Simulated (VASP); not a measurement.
# HfC (Fm-3m) in VASP: a series of runs

The runs below take HfC through single point, with r2SCAN.

Program: VASP 6.6.1. These are calculated values, not measurements. Logs are shortened: lines on timing, memory, paths and dates and some standing lists are left out, and cuts for length are marked.

**1. The cell of the first run**

Symmetry: Fm-3m, No. 225, cubic system. Conventional cell: a = 4.635 Å, b = 4.635 Å, c = 4.635 Å, α = 90.00°, β = 90.00°, γ = 90.00°. Within 3.1 Å of Hf (site symmetry m-3m) lie 6 C at 2.32 Å. C (site symmetry m-3m) has 6 Hf at 2.32 Å within 3.1 Å.

**2. Single point, r2SCAN (12.45 Å³/atom)**

Contents of POSCAR:

```
HfC
1.0
    0.0000000000      2.3176242105      2.3176242105
    2.3176242105      0.0000000000      2.3176242105
    2.3176242105      2.3176242105      0.0000000000
Hf C
1 1
Direct
    0.5000000000      0.5000000000      0.5000000000
    0.0000000000      0.0000000000      0.0000000000
```

Contents of INCAR.step1:

```
SYSTEM = HfC
  ALGO = Normal
  EDIFF = 1E-5
  ENCUT = 660
  GGA = PE
  GGA_COMPAT = .FALSE.
  ISMEAR = 0
  LASPH = .TRUE.
  LCHARG = .FALSE.
  LREAL = .FALSE.
  LWAVE = .TRUE.
  NBANDS = 14
  NELM = 120
  PREC = Accurate
  SIGMA = 0.05
```

Contents of INCAR.step2:

```
SYSTEM = HfC
  ALGO = Normal
  EDIFF = 1E-6
  ENCUT = 660
  GGA_COMPAT = .FALSE.
  ISIF = 2
  ISMEAR = 0
  ISTART = 1
  LASPH = .TRUE.
  LCHARG = .FALSE.
  LMIXTAU = .TRUE.
  LREAL = .FALSE.
  LWAVE = .FALSE.
  METAGGA = R2SCAN
  NBANDS = 14
  NELM = 120
  PREC = Accurate
  SIGMA = 0.05
```

Contents of KPOINTS:

```
k-points
0
G
  8 8 8
  0 0 0
```

Potentials or basis: VASP PAW PBE potentials, release 64 (Hf_pv, C).

Command:

```sh
$ cat potpaw_PBE.64/Hf_pv/POTCAR potpaw_PBE.64/C/POTCAR > POTCAR
$ cp INCAR.step1 INCAR
$ mpirun -np 1 vasp_std > vasp.out
$ cp INCAR.step2 INCAR
$ mpirun -np 1 vasp_std > vasp.out
```

OUTCAR:

```text
SYSTEM = HfC
   EDIFF = 1E-6
   ENCUT = 660
   ISIF = 2
   ISMEAR = 0
   ISTART = 1
   LASPH = .TRUE.
   LREAL = .FALSE.
   METAGGA = R2SCAN
   NELM = 120
   PREC = Accurate

 ion  position               nearest neighbor table
   1  0.500  0.500  0.500-   2 2.32   2 2.32   2 2.32   2 2.32   2 2.32   2 2.32
   2  0.000  0.000  0.000-   1 2.32   1 2.32   1 2.32   1 2.32   1 2.32   1 2.32

  LATTYP: Found a face centered cubic cell.
 ALAT       =     4.6352484210

  Lattice vectors:

 A1 = (   0.0000000000,   2.3176242105,   2.3176242105)
 A2 = (   2.3176242105,   0.0000000000,   2.3176242105)
 A3 = (   2.3176242105,   2.3176242105,   0.0000000000)

Analysis of symmetry for initial positions (statically):
=====================================================================
 Subroutine PRICEL returns:
 Original cell was already a primitive cell.

 Routine SETGRP: Setting up the symmetry group for a
 face centered cubic supercell.

 Subroutine GETGRP returns: Found 48 space group operations
 (whereof 48 operations were pure point group operations)
 out of a pool of 48 trial point group operations.

The static configuration has the point symmetry O_h .

Analysis of symmetry for dynamics (positions and initial velocities):
=====================================================================
 Subroutine PRICEL returns:
 Original cell was already a primitive cell.

 Routine SETGRP: Setting up the symmetry group for a
 face centered cubic supercell.

 Subroutine GETGRP returns: Found 48 space group operations
 (whereof 48 operations were pure point group operations)
 out of a pool of 48 trial point group operations.

The dynamic configuration has the point symmetry O_h .

 Subroutine INISYM returns: Found 48 space group operations
 (whereof 48 operations are pure point group operations),
 and found     1 'primitive' translations

----------------------------------------------------------------------------------------

                                     Primitive cell

  volume of cell :      24.8977

  direct lattice vectors                    reciprocal lattice vectors
     0.000000000  2.317624211  2.317624211    -0.215738167  0.215738167  0.215738167
     2.317624211  0.000000000  2.317624211     0.215738167 -0.215738167  0.215738167
     2.317624211  2.317624211  0.000000000     0.215738167  0.215738167 -0.215738167

  length of vectors
     3.277615591  3.277615591  3.277615591     0.373669467  0.373669467  0.373669467

  position of ions in fractional coordinates (direct lattice)
     0.500000000  0.500000000  0.500000000
     0.000000000  0.000000000  0.000000000

  ion indices of the primitive-cell ions
   primitive index   ion index
                 1           1
                 2           2

----------------------------------------------------------------------------------------

 KPOINTS: k-points

Automatic generation of k-mesh.
 Grid dimensions read from file:
 generate k-points for:    8    8    8

 Generating k-lattice:

  Cartesian coordinates                     Fractional coordinates (reciprocal lattice)
    -0.026967271  0.026967271  0.026967271     0.125000000  0.000000000  0.000000000
     0.026967271 -0.026967271  0.026967271     0.000000000  0.125000000  0.000000000
     0.026967271  0.026967271 -0.026967271     0.000000000  0.000000000  0.125000000

  Length of vectors
     0.046708683  0.046708683  0.046708683

  Shift w.r.t. Gamma in fractional coordinates (k-lattice)
     0.000000000  0.000000000  0.000000000

 Subroutine IBZKPT returns following result:
 ===========================================

 Found     29 irreducible k-points:

 Following reciprocal coordinates:
            Coordinates               Weight
  0.000000  0.000000  0.000000      1.000000
  0.125000  0.000000  0.000000      8.000000
  0.250000  0.000000  0.000000      8.000000
  0.375000  0.000000  0.000000      8.000000
  0.500000  0.000000  0.000000      4.000000
  0.125000  0.125000  0.000000      6.000000
[... 16 lines left out ...]
  0.500000  0.250000  0.125000     48.000000
 -0.375000  0.250000  0.125000     24.000000
 [... further k-points ...]
   k-points           NKPTS =     29   k-points in BZ     NKDIM =     29   number of bands    NBANDS=     14
   number of dos      NEDOS =    301   number of ions     NIONS =      2
   total plane-waves  NPLWV =  21952
   dimension x,y,z NGX =    28 NGY =   28 NGZ =   28
   dimension x,y,z NGXF=    56 NGYF=   56 NGZF=   56
   ions per type =               1   1
   NGX,Y,Z   is equivalent  to a cutoff of  14.20, 14.20, 14.20 a.u.
   NGXF,Y,Z  is equivalent  to a cutoff of  28.40, 28.40, 28.40 a.u.
 SYSTEM =  HfC
   PREC   = accura    normal or accurate (medium, high low for compatibility)
   ISTART =      1    job   : 0-new  1-cont  2-samecut
   ICHARG =      0    charge: 1-file 2-atom 10-const
   ISPIN  =      1    spin polarized calculation?
   LNONCOLLINEAR =      F non collinear calculations
   LSORBIT =      F    spin-orbit coupling
   LASPH  =      T    aspherical Exc in radial PAW
   ENCUT  =  660.0 eV  48.51 Ry    6.96 a.u.   6.87  6.87  6.87*2*pi/ulx,y,z
   NELM   =    120;   NELMIN=  2; NELMDL=  0     # of ELM steps
   EDIFF  = 0.1E-05   stopping-criterion for ELM
   LREAL  =      F    real-space projection
   EDIFFG = 0.1E-04   stopping-criterion for IOM
   NSW    =      0    number of steps for IOM
   IBRION =     -1    ionic relax: 0-MD 1-quasi-New 2-CG
   NFREE  =      0    steps in history (QN), initial steepest desc. (CG)
   ISIF   =      2    stress and relaxation
   ISYM   =      2    0-nonsym 1-usesym 2-fastsym
   POTIM  = 0.5000    time-step for ionic-motion
   TEBEG  =    0.0;   TEEND  =   0.0 temperature during run
   PSTRESS=    0.0 pullay stress
   NELECT =      14.0000    total number of electrons
   NUPDOWN=      -1.0000    fix difference up-down
   EMIN   =  10.00;   EMAX   =-10.00  energy-range for DOS
   EFERMI =   0.00;   METHOD = LEGACY
   ISMEAR =     0;   SIGMA  =   0.05  broadening in eV -4-tet -1-fermi 0-gaus
   EFERMI_NEDOS =   21; number of points for ismear=-14 and -15
   IALGO  =     38    algorithm
   IMIX   =      4    mixing-type and parameters
     AMIX     =   0.40;   BMIX     =  1.00
     AMIX_MAG =   1.60;   BMIX_MAG =  1.00
  volume/ion in A,a.u.               =      12.45        84.01
  Fermi-wavevector in a.u.,A,eV,Ry     =   1.351236  2.553465 24.842038  1.825838
  Thomas-Fermi vector in A             =   2.478674
   LORBIT       =      0    0 simple, 1 ext, 2 COOP (PROOUT), +10 PAW based schemes
   METAGGA = R2SCAN    functional components
   LHFCALC =     F    Hartree Fock is set to
   AEXX    =    0.0000 exact exchange contribution
   IVDW    =     0    specifies the selected vdW correction
   LEPSILON=     F    determine dielectric tensor
   LRPA    =     F    only Hartree local field effects (RPA)
 non-spin polarized calculation
 Gauss-broadening in eV      SIGMA  =   0.05
  energy-cutoff  :      660.00
  volume of cell :       24.90
 maximum number of plane-waves:       982
   NGX = 13   NGY = 13   NGZ = 13

 number of electron      14.0000000 magnetization

 Free energy of the ion-electron system (eV)
  ---------------------------------------------------
  ext. energy  EPLUGINS =         0.00000000
  ---------------------------------------------------
  free energy    TOTEN  =       -57.34215708 eV

  energy without entropy =      -57.34208421  energy(sigma->0) =      -57.34212064

 E-fermi :   5.8737     XC(G=0): -13.1548

 val. band max:        5.7986313242   @ k =   0.5000   0.5000   0.0000
 cond. band min:       5.9581294198   @ k =   0.1250   0.1250   0.0000
 fundamental gap:      0.1594980956
 Fermi energy:         5.8736703119

 k-point     1 :       0.0000    0.0000    0.0000
  band No.  band energies     occupation
      1     -24.7377      2.00000
      2     -24.7377      2.00000
      3     -24.7377      2.00000
      4      -7.1175      2.00000
      5       6.9758      0.00000
      6       6.9758      0.00000
      7       6.9758      0.00000
      8       7.6058      0.00000
      9       7.6058      0.00000
     10       7.6058      0.00000
     11       9.5400      0.00000
     12       9.5401      0.00000
     13      13.5483      0.00000
     14      17.7585      0.00000

 k-point     2 :       0.1250    0.0000    0.0000
  band No.  band energies     occupation
      1     -24.8486      2.00000
      2     -24.7478      2.00000
      3     -24.7478      2.00000
      4      -6.7188      2.00000
      5       5.1459      2.00000
      6       5.6155      2.00000
      7       5.6155      2.00000
      8       8.1682      0.00000
      9       8.1682      0.00000
     10       8.5255      0.00000
     11      11.1865      0.00000
     12      11.1865      0.00000
     13      14.3958      0.00000
     14      18.7716      0.00000

 k-point     3 :       0.2500    0.0000    0.0000
  band No.  band energies     occupation
      1     -25.1063      2.00000
      2     -24.7720      2.00000
      3     -24.7720      2.00000
      4      -5.6473      2.00000
      5       2.7988      2.00000
      6       4.0933      2.00000
      7       4.0933      2.00000
      8       9.2776      0.00000
      9       9.3129      0.00000
     10       9.3129      0.00000
     11      13.9305      0.00000
     12      13.9305      0.00000
     13      15.7869      0.00000
     14      18.7713      0.00000
[... 324 lines left out ...]
 k-point    23 :       0.5000    0.2500    0.1250
  band No.  band energies     occupation
      1     -25.2848      2.00000
      2     -24.9722      2.00000
      3     -24.8462      2.00000
      4      -4.3138      2.00000
      5       1.1298      2.00000
      6       3.2132      2.00000
      7       3.5720      2.00000
      8       8.8617      0.00000
      9      11.7676      0.00000
     10      12.1108      0.00000
     11      13.7269      0.00000
     12      15.8873      0.00000
     13      18.3373      0.00000
     14      18.7698      0.00000

 k-point    24 :      -0.3750    0.2500    0.1250
  band No.  band energies     occupation
      1     -25.3408      2.00000
      2     -24.9899      2.00000
      3     -24.8678      2.00000
      4      -3.9424      2.00000
      5       0.7961      2.00000
      6       3.0344      2.00000
      7       3.3006      2.00000
      8      10.1970      0.00000
      9      10.5631      0.00000
     10      12.4320      0.00000
     11      15.3633      0.00000
     12      16.0413      0.00000
     13      17.5814      0.00000
     14      18.7703      0.00000

 [... further k-points ...]

------------------------ aborting loop because EDIFF is reached ----------------------------------------

  FORCE on cell =-STRESS in cart. coord.  units (eV):
  Direction    XX          YY          ZZ          XY          YZ          ZX
  --------------------------------------------------------------------------------------
  -------------------------------------------------------------------------------------
  Total       -0.0388787     -0.0388787     -0.0388787     -0.0000000      0.0000000      0.0000000
  in kB       -2.5018593     -2.5018593     -2.5018593     -0.0000000      0.0000000      0.0000000
  external PRESSURE =      -2.5018593 kB  Pullay stress =       0.0000000 kB

 VOLUME and BASIS-vectors are now :
 -----------------------------------------------------------------------------
  energy-cutoff  :      660.00
  volume of cell :       24.90
      direct lattice vectors                 reciprocal lattice vectors
     0.000000000  2.317624211  2.317624211    -0.215738167  0.215738167  0.215738167
     2.317624211  0.000000000  2.317624211     0.215738167 -0.215738167  0.215738167
     2.317624211  2.317624211  0.000000000     0.215738167  0.215738167 -0.215738167

 POSITION                                       TOTAL-FORCE (eV/Angst)
 -----------------------------------------------------------------------------------
      2.31762      2.31762      2.31762        -0.000000     -0.000000     -0.000000
      0.00000      0.00000      0.00000         0.000000      0.000000      0.000000
 -----------------------------------------------------------------------------------
    total drift:                                0.000000      0.000000      0.000000

  FREE ENERGIE OF THE ION-ELECTRON SYSTEM (eV)
  ---------------------------------------------------
  free  energy   TOTEN  =       -57.3421570817 eV

  energy  without entropy=      -57.3420842059  energy(sigma->0) =      -57.34212064
```

It took 29 s on 1 thread of Intel Xeon 6975P-C (Granite Rapids), shared host; peak memory 0.17 GiB.

Results:

```yaml
Free_energy: -57.3422 eV
Pressure: -0.3 GPa
Band_gap_on_the_k_mesh: zero (bands 7 and 8 overlap by 1.35 eV)
```

Levels at points of the mesh, in eV from the Fermi level:
```csv
k point,band 4,band 5,band 6,band 7,band 8,band 9,band 10,band 11
"(0.00, 0.00, 0.00)",-12.99,1.10,1.10,1.10,1.73,1.73,1.73,3.67
"(0.50, 0.00, 0.00)",-9.20,-6.27,-3.09,-3.09,5.80,5.80,6.36,7.13
"(0.50, 0.50, 0.00)",-11.11,-2.71,-1.56,-0.08,-0.08,5.61,7.24,7.24
```

Caveat: the PAW data sets were made with another functional, which shifts forces and pressure a little; spin-orbit coupling is left out, which moves the levels of the heavy elements.

(Part 1 of 2 ends here.)
